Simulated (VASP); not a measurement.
# WC (P-6m2) in VASP: notebook

WC is run at these levels: r2SCAN; tasks: single point.

Everything below comes from runs of VASP 6.6.1. Logs are shortened: lines on timing, memory, paths and dates and some standing lists are left out, and cuts for length are marked.

### Step 1. The cell of the first run

The structure is hexagonal, space group P-6m2 (No. 187). The conventional cell has a = 2.912 Å, b = 2.912 Å, c = 2.837 Å, α = 90.00°, β = 90.00°, γ = 120.00°. W (site symmetry -6m2) has 6 C at 2.20 Å and 8 W at 2.84 to 2.91 Å within 3.0 Å. Within 3.0 Å of C (site symmetry -6m2) lie 6 W at 2.20 Å and 8 C at 2.84 to 2.91 Å.

### Step 2. Single point, r2SCAN

POSCAR reads:

```
WC
1.0
    2.9118677777      0.0000000000      0.0000000000
   -1.4559338889      2.5217514680      0.0000000000
    0.0000000000      0.0000000000      2.8369414953
W C
1 1
Direct
    0.0000000000      0.0000000000      0.0000000000
    0.6666666667      0.3333333333      0.5000000000
```

INCAR.step1 reads:

```
PREC = Accurate
ENCUT = 1430
ISMEAR = -5
SIGMA = 0.1
LREAL = False
LASPH = True
NELM = 120
NBANDS = 16
GGA = PE
ALGO = Normal
EDIFF = 1E-5
LWAVE = True
LCHARG = False
GGA_COMPAT = False
```

INCAR.step2 reads:

```
PREC = Accurate
ENCUT = 1430
EDIFF = 1E-6
ISMEAR = -5
SIGMA = 0.1
LREAL = False
LASPH = True
NELM = 120
ALGO = Normal
ISIF = 2
LWAVE = False
LCHARG = False
METAGGA = R2SCAN
LMIXTAU = True
NBANDS = 16
ISTART = 1
GGA_COMPAT = False
```

KPOINTS reads:

```
Automatic mesh
0
Gamma
  14 14 12
```

Potentials or basis: VASP PAW PBE potentials, release 64 (W_sv, C_h).

On the command line:

```console
cat potpaw_PBE.64/W_sv/POTCAR potpaw_PBE.64/C_h/POTCAR > POTCAR
cp INCAR.step1 INCAR
mpirun -np 1 vasp_std > vasp.out
cp INCAR.step2 INCAR
mpirun -np 1 vasp_std > vasp.out
```

OUTCAR:

```text
PREC = Accurate
   ENCUT = 1430
   EDIFF = 1E-6
   ISMEAR = -5
   LREAL = False
   LASPH = True
   NELM = 120
   ISIF = 2
   METAGGA = R2SCAN
   ISTART = 1

 ion  position               nearest neighbor table
   1  0.000  0.000  0.000-   2 2.20   2 2.20   2 2.20   2 2.20   2 2.20   2 2.20
   2  0.667  0.333  0.500-   1 2.20   1 2.20   1 2.20   1 2.20   1 2.20   1 2.20

  LATTYP: Found a hexagonal cell.
 ALAT       =     2.9118677777
 C/A-ratio  =     0.9742686522

  Lattice vectors:

 A1 = (   2.9118677777,   0.0000000000,   0.0000000000)
 A2 = (  -1.4559338889,   2.5217514680,   0.0000000000)
 A3 = (   0.0000000000,   0.0000000000,   2.8369414953)

Analysis of symmetry for initial positions (statically):
=====================================================================
 Subroutine PRICEL returns:
 Original cell was already a primitive cell.

 Routine SETGRP: Setting up the symmetry group for a
 hexagonal supercell.

 Subroutine GETGRP returns: Found 12 space group operations
 (whereof 12 operations were pure point group operations)
 out of a pool of 24 trial point group operations.

The static configuration has the point symmetry D_3h.

Analysis of symmetry for dynamics (positions and initial velocities):
=====================================================================
 Subroutine PRICEL returns:
 Original cell was already a primitive cell.

 Routine SETGRP: Setting up the symmetry group for a
 hexagonal supercell.

 Subroutine GETGRP returns: Found 12 space group operations
 (whereof 12 operations were pure point group operations)
 out of a pool of 24 trial point group operations.

The dynamic configuration has the point symmetry D_3h.

 Subroutine INISYM returns: Found 12 space group operations
 (whereof 12 operations are pure point group operations),
 and found     1 'primitive' translations

----------------------------------------------------------------------------------------

                                     Primitive cell

  volume of cell :      20.8317

  direct lattice vectors                    reciprocal lattice vectors
     2.911867778  0.000000000  0.000000000     0.343422187  0.198274892  0.000000000
    -1.455933889  2.521751468  0.000000000     0.000000000  0.396549784  0.000000000
     0.000000000  0.000000000  2.836941495     0.000000000  0.000000000  0.352492288

  length of vectors
     2.911867778  2.911867778  2.836941495     0.396549784  0.396549784  0.352492288

  position of ions in fractional coordinates (direct lattice)
     0.000000000  0.000000000  0.000000000
     0.666666667  0.333333333  0.500000000

  ion indices of the primitive-cell ions
   primitive index   ion index
                 1           1
                 2           2

----------------------------------------------------------------------------------------

 KPOINTS: Automatic mesh

Automatic generation of k-mesh.
 Grid dimensions read from file:
 generate k-points for:   14   14   12

 Generating k-lattice:

  Cartesian coordinates                     Fractional coordinates (reciprocal lattice)
     0.024530156  0.014162492  0.000000000     0.071428571  0.000000000  0.000000000
     0.000000000  0.028324985  0.000000000     0.000000000  0.071428571  0.000000000
     0.000000000  0.000000000  0.029374357     0.000000000  0.000000000  0.083333333

  Length of vectors
     0.028324985  0.028324985  0.029374357

  Shift w.r.t. Gamma in fractional coordinates (k-lattice)
     0.000000000  0.000000000  0.000000000

 TETIRR: Found   2436 inequivalent tetrahedra from    14112

 Subroutine IBZKPT returns following result:
 ===========================================

 Found    168 irreducible k-points:

 Following reciprocal coordinates:
            Coordinates               Weight
  0.000000  0.000000  0.000000      1.000000
  0.071429  0.000000  0.000000      6.000000
  0.142857  0.000000  0.000000      6.000000
  0.214286 -0.000000  0.000000      6.000000
  0.285714  0.000000  0.000000      6.000000
  0.357143  0.000000  0.000000      6.000000
[... 16 lines left out ...]
  0.285714  0.285714  0.000000      6.000000
  0.357143  0.285714  0.000000      6.000000
 [... further k-points ...]
   k-points           NKPTS =    168   k-points in BZ     NKDIM =    168   number of bands    NBANDS=     16
   number of dos      NEDOS =    301   number of ions     NIONS =      2
   total plane-waves  NPLWV =  46656
   dimension x,y,z NGX =    36 NGY =   36 NGZ =   36
   dimension x,y,z NGXF=    72 NGYF=   72 NGZF=   72
   ions per type =               1   1
   NGX,Y,Z   is equivalent  to a cutoff of  20.55, 20.55, 21.10 a.u.
   NGXF,Y,Z  is equivalent  to a cutoff of  41.11, 41.11, 42.19 a.u.
 SYSTEM =  unknown system
   PREC   = accura    normal or accurate (medium, high low for compatibility)
   ISTART =      1    job   : 0-new  1-cont  2-samecut
   ICHARG =      0    charge: 1-file 2-atom 10-const
   ISPIN  =      1    spin polarized calculation?
   LNONCOLLINEAR =      F non collinear calculations
   LSORBIT =      F    spin-orbit coupling
   LASPH  =      T    aspherical Exc in radial PAW
   ENCUT  = 1430.0 eV 105.10 Ry   10.25 a.u.   8.98  8.98  8.75*2*pi/ulx,y,z
   NELM   =    120;   NELMIN=  2; NELMDL=  0     # of ELM steps
   EDIFF  = 0.1E-05   stopping-criterion for ELM
   LREAL  =      F    real-space projection
   EDIFFG = 0.1E-04   stopping-criterion for IOM
   NSW    =      0    number of steps for IOM
   IBRION =     -1    ionic relax: 0-MD 1-quasi-New 2-CG
   NFREE  =      0    steps in history (QN), initial steepest desc. (CG)
   ISIF   =      2    stress and relaxation
   ISYM   =      2    0-nonsym 1-usesym 2-fastsym
   POTIM  = 0.5000    time-step for ionic-motion
   TEBEG  =    0.0;   TEEND  =   0.0 temperature during run
   PSTRESS=    0.0 pullay stress
   NELECT =      18.0000    total number of electrons
   NUPDOWN=      -1.0000    fix difference up-down
   EMIN   =  10.00;   EMAX   =-10.00  energy-range for DOS
   EFERMI =   0.00;   METHOD = LEGACY
   ISMEAR =    -5;   SIGMA  =   0.10  broadening in eV -4-tet -1-fermi 0-gaus
   EFERMI_NEDOS =   21; number of points for ismear=-14 and -15
   IALGO  =     38    algorithm
   IMIX   =      4    mixing-type and parameters
     AMIX     =   0.40;   BMIX     =  1.00
     AMIX_MAG =   1.60;   BMIX_MAG =  1.00
  volume/ion in A,a.u.               =      10.42        70.29
  Fermi-wavevector in a.u.,A,eV,Ry     =   1.559280  2.946613 33.080599  2.431355
  Thomas-Fermi vector in A             =   2.662662
   LORBIT       =      0    0 simple, 1 ext, 2 COOP (PROOUT), +10 PAW based schemes
   METAGGA = R2SCAN    functional components
   LHFCALC =     F    Hartree Fock is set to
   AEXX    =    0.0000 exact exchange contribution
   IVDW    =     0    specifies the selected vdW correction
   LEPSILON=     F    determine dielectric tensor
   LRPA    =     F    only Hartree local field effects (RPA)
 non-spin polarized calculation
 Fermi weights with tetrahedron method with Bloechl corrections
  energy-cutoff  :     1430.00
  volume of cell :       20.83
 maximum number of plane-waves:      2587
 NGX is ok and might be reduce to    36
   NGX = 17   NGY = 17   NGZ = 17

 number of electron      18.0000000 magnetization

 Free energy of the ion-electron system (eV)
  ---------------------------------------------------
  ext. energy  EPLUGINS =         0.00000000
  ---------------------------------------------------
  free energy    TOTEN  =       -61.62494242 eV

  energy without entropy =      -61.62494242  energy(sigma->0) =      -61.62494242

 E-fermi :  11.1912     XC(G=0): -14.9494

 val. band max:       11.3559547793   @ k =   0.0000   0.0000   0.0000
 cond. band min:      11.1943860702   @ k =   0.0000   0.0000   0.3333
 fundamental gap:     -0.1615687092
 Fermi energy:        11.1911892499

 k-point     1 :       0.0000    0.0000    0.0000
  band No.  band energies     occupation
      1     -64.7237      2.00000
      2     -28.0239      2.00000
      3     -27.9272      2.00000
      4     -27.9272      2.00000
      5      -3.9697      2.00000
      6       6.7701      2.00000
[... 8 lines left out ...]
     15      26.4699      0.00000
     16      28.7791      0.00000

 k-point     2 :       0.0714    0.0000    0.0000
  band No.  band energies     occupation
      1     -64.7206      2.00000
      2     -28.0182      2.00000
      3     -27.9716      2.00000
      4     -27.9372      2.00000
      5      -3.8323      2.00000
      6       6.8178      2.00000
[... 8 lines left out ...]
     15      26.1650      0.00000
     16      29.0768      0.00000

 k-point     3 :       0.1429    0.0000    0.0000
  band No.  band energies     occupation
      1     -64.7117      2.00000
      2     -28.0944      2.00000
      3     -28.0022      2.00000
      4     -27.9650      2.00000
      5      -3.4381      2.00000
      6       6.5930      2.00000
[... 8 lines left out ...]
     15      25.8058      0.00000
     16      29.9129      0.00000

 k-point     4 :       0.2143   -0.0000    0.0000
  band No.  band energies     occupation
      1     -64.6989      2.00000
      2     -28.2683      2.00000
      3     -28.0050      2.00000
      4     -27.9791      2.00000
      5      -2.8387      2.00000
      6       5.8841      2.00000
[... 8 lines left out ...]
     15      25.8742      0.00000
     16      30.6000      0.00000
[... 324 lines left out ...]
 k-point    22 :       0.3571    0.2143    0.0000
  band No.  band energies     occupation
      1     -64.6550      2.00000
      2     -28.6591      2.00000
      3     -28.3292      2.00000
      4     -27.8990      2.00000
      5      -0.1294      2.00000
      6       4.2437      2.00000
[... 8 lines left out ...]
     15      26.9210      0.00000
     16      29.1814      0.00000

 k-point    23 :       0.2857    0.2857    0.0000
  band No.  band energies     occupation
      1     -64.6543      2.00000
      2     -28.6128      2.00000
      3     -28.3889      2.00000
      4     -27.8977      2.00000
      5      -0.0610      2.00000
      6       4.3487      2.00000
[... 8 lines left out ...]
     15      27.6523      0.00000
     16      28.7372      0.00000

 k-point    24 :       0.3571    0.2857    0.0000
  band No.  band energies     occupation
      1     -64.6523      2.00000
      2     -28.5868      2.00000
      3     -28.4474      2.00000
      4     -27.8941      2.00000
      5       0.1130      2.00000
      6       4.3801      2.00000
[... 8 lines left out ...]
     15      27.3988      0.00000
     16      28.1845      0.00000

 [... further k-points ...]

------------------------ aborting loop because EDIFF is reached ----------------------------------------

  FORCE on cell =-STRESS in cart. coord.  units (eV):
  Direction    XX          YY          ZZ          XY          YZ          ZX
  --------------------------------------------------------------------------------------
  -------------------------------------------------------------------------------------
  Total        0.2423072      0.2423072      0.2593079     -0.0000000      0.0000000     -0.0000000
  in kB       18.6359957     18.6359957     19.9435265     -0.0000000      0.0000000     -0.0000000
  external PRESSURE =      19.0718393 kB  Pullay stress =       0.0000000 kB

 VOLUME and BASIS-vectors are now :
 -----------------------------------------------------------------------------
  energy-cutoff  :     1430.00
  volume of cell :       20.83
      direct lattice vectors                 reciprocal lattice vectors
     2.911867778  0.000000000  0.000000000     0.343422187  0.198274892  0.000000000
    -1.455933889  2.521751468  0.000000000     0.000000000  0.396549784  0.000000000
     0.000000000  0.000000000  2.836941495     0.000000000  0.000000000  0.352492288

 POSITION                                       TOTAL-FORCE (eV/Angst)
 -----------------------------------------------------------------------------------
      0.00000      0.00000      0.00000         0.000000     -0.000000      0.000000
      1.45593      0.84058      1.41847        -0.000000      0.000000      0.000000
 -----------------------------------------------------------------------------------
    total drift:                               -0.000000      0.000000      0.000000

  FREE ENERGIE OF THE ION-ELECTRON SYSTEM (eV)
  ---------------------------------------------------
  free  energy   TOTEN  =       -61.6249424197 eV

  energy  without entropy=      -61.6249424197  energy(sigma->0) =      -61.62494242
```

It took 3.8 min on 1 thread of Intel Xeon Platinum 8559C (Emerald Rapids), shared host; peak memory 0.41 GiB.

Results:

| Item | Value |
| --- | --- |
| Free energy | -61.6249 eV |
| Pressure | 1.9 GPa |
| Band gap on the k mesh | zero (bands 9 and 10 overlap by 1.34 eV) |

Stress tensor (GPa, compression positive):
```
1.86 0.00 0.00
0.00 1.86 0.00
0.00 0.00 1.99
```

Caveat: the PAW data sets were made with another functional, which shifts forces and pressure a little; spin-orbit coupling is left out, which moves the levels of the heavy elements; tetrahedron occupations give inexact forces and stress in metals.

### Step 3. Single point, r2SCAN (10.24 Å³/atom)

This run uses another cell than the first one, of 10.24 Å³/atom.

POSCAR reads:

```
WC
1.0
    2.8939990067      0.0000000000      0.0000000000
   -1.4469995034      2.5062766584      0.0000000000
    0.0000000000      0.0000000000      2.8235786933
W C
1 1
Direct
    0.0000000000      0.0000000000      0.0000000000
    0.6666666667      0.3333333333      0.5000000000
```

INCAR.step1 reads:

```
ALGO = Normal
EDIFF = 1E-5
ENCUT = 1430
GGA = PE
GGA_COMPAT = False
ISMEAR = 0
LASPH = True
LCHARG = False
LREAL = False
LWAVE = True
NBANDS = 16
NELM = 120
PREC = Accurate
SIGMA = 0.05
```

INCAR.step2 reads:

```
ALGO = Normal
EDIFF = 1E-6
ENCUT = 1430
GGA_COMPAT = False
ISIF = 2
ISMEAR = 0
ISTART = 1
LASPH = True
LCHARG = False
LMIXTAU = True
LREAL = False
LWAVE = False
METAGGA = R2SCAN
NBANDS = 16
NELM = 120
PREC = Accurate
SIGMA = 0.05
```

KPOINTS reads:

```
k-points
0
Gamma
  14 14 12
```

Potentials or basis: VASP PAW PBE potentials, release 64 (W_sv, C_h).

On the command line:

```console
cat potpaw_PBE.64/W_sv/POTCAR potpaw_PBE.64/C_h/POTCAR > POTCAR
cp INCAR.step1 INCAR
mpirun -np 1 vasp_std > vasp.out
cp INCAR.step2 INCAR
mpirun -np 1 vasp_std > vasp.out
```

Wall time 7 min (1 thread of Intel Xeon Platinum 8259CL at 2.50GHz (Skylake/Cascade Lake), shared host); peak memory 0.41 GiB.

The run converged. Its results:

```
Free energy            : -61.6131 eV
Pressure               : 9.1 GPa
Band gap on the k mesh : zero (bands 9 and 10 overlap by 1.37 eV)
```

Stress tensor (GPa, compression positive):
```
8.99 0.00 0.00
0.00 8.99 0.00
0.00 0.00 9.25
```

Levels at points of the mesh, in eV from the Fermi level:
```tsv
k point	band 5	band 6	band 7	band 8	band 9	band 10	band 11	band 12	band 13	band 14
(0.00, 0.00, 0.00)	-15.33	-4.56	-3.53	-3.53	0.11	3.49	3.49	6.05	6.05	6.91
(0.50, 0.00, 0.00)	-11.88	-7.39	-3.81	-3.75	-0.50	2.55	4.84	5.22	7.38	10.28
(0.00, 0.00, 0.50)	-11.14	-9.09	-2.12	-2.12	-0.58	-0.58	3.89	4.89	4.89	10.67
(0.50, 0.00, 0.50)	-12.10	-6.80	-4.55	-4.39	0.26	4.72	5.61	7.12	9.83	10.97
```

Caveat: the cell stands under pressure; the PAW data sets were made with another functional, which shifts forces and pressure a little; spin-orbit coupling is left out, which moves the levels of the heavy elements.

### Step 4. Single point, r2SCAN

POSCAR reads:

```
WC
1.0
    2.9118677777      0.0000000000      0.0000000000
   -1.4559338889      2.5217514680      0.0000000000
    0.0000000000      0.0000000000      2.8369414953
W C
1 1
Direct
    0.0000000000      0.0000000000      0.0000000000
    0.6666666667      0.3333333333      0.5000000000
```

Changes to INCAR.step1 since step 3:

```diff
@@ -13,2 +13,2 @@
 PREC = Accurate
-SIGMA = 0.05
+SIGMA = 0.025
```

Changes to INCAR.step2 since step 3:

```diff
@@ -8,5 +8,7 @@
 LASPH = True
-LCHARG = False
+LCHARG = True
+LELF = True
 LMIXTAU = True
 LREAL = False
+LVHAR = True
 LWAVE = False
@@ -16,2 +18,2 @@
 PREC = Accurate
-SIGMA = 0.05
+SIGMA = 0.025
```

KPOINTS is that of step 3.

On the command line:

```console
cat potpaw_PBE.64/W_sv/POTCAR potpaw_PBE.64/C_h/POTCAR > POTCAR
cp INCAR.step1 INCAR
mpirun -np 1 vasp_std > vasp.out
cp INCAR.step2 INCAR
mpirun -np 1 vasp_std > vasp.out
```

It took 7.4 min on 1 thread of Intel Xeon Platinum 8259CL at 2.50GHz (Skylake/Cascade Lake), shared host; peak memory 0.42 GiB.

The run converged. Its results:

```yaml
Free_energy: -61.6249 eV
Pressure: 1.9 GPa
Band_gap_on_the_k_mesh: zero (bands 9 and 10 overlap by 1.34 eV)
```

Stress tensor (GPa, compression positive):
```
1.77 0.00 0.00
0.00 1.77 0.00
0.00 0.00 2.01
```

Levels at points of the mesh, in eV from the Fermi level:
```csv
k point,band 6,band 7,band 8,band 9,band 10,band 11,band 12,band 13
"(0.00, 0.00, 0.00)",-4.46,-3.47,-3.47,0.12,3.41,3.41,5.96,5.96
"(0.50, 0.00, 0.00)",-7.31,-3.72,-3.67,-0.51,2.50,4.72,5.09,7.28
"(0.00, 0.00, 0.50)",-8.97,-2.09,-2.09,-0.56,-0.56,3.84,4.84,4.84
"(0.50, 0.00, 0.50)",-6.69,-4.47,-4.35,0.23,4.59,5.48,6.95,9.64
```

Caveat: the PAW data sets were made with another functional, which shifts forces and pressure a little; spin-orbit coupling is left out, which moves the levels of the heavy elements.

### Step 5. The runs side by side

```tsv
cell	smearing	gap on the mesh (eV)	pressure (GPa)
a = 2.912, b = 2.912, c = 2.837 Å, angles 90.0, 90.0, 120.0°, 2 atoms	tetrahedron	none	1.9
a = 2.894, b = 2.894, c = 2.824 Å, angles 90.0, 90.0, 120.0°, 2 atoms	gaussian 0.05 eV	none	9.1
a = 2.912, b = 2.912, c = 2.837 Å, angles 90.0, 90.0, 120.0°, 2 atoms	gaussian 0.025 eV	none	1.9
```

Alike in all rows: task single point; level r2SCAN; potentials or basis VASP PAW PBE potentials, release 64 (W_sv, C_h); no spin polarisation; k mesh 14 × 14 × 12; cutoff (eV) 1430.

Caveats: the PAW data sets were made with another functional, which shifts forces and pressure a little; spin-orbit coupling is left out, which moves the levels of the heavy elements; tetrahedron occupations give inexact forces and stress in metals (at least some runs); the cell stands under pressure (at least some runs).

Total energies depend on the potentials used, so only differences within one code and one set of settings carry meaning.

The gap in the log of VASP goes by the Fermi energy; the results here count the filled bands.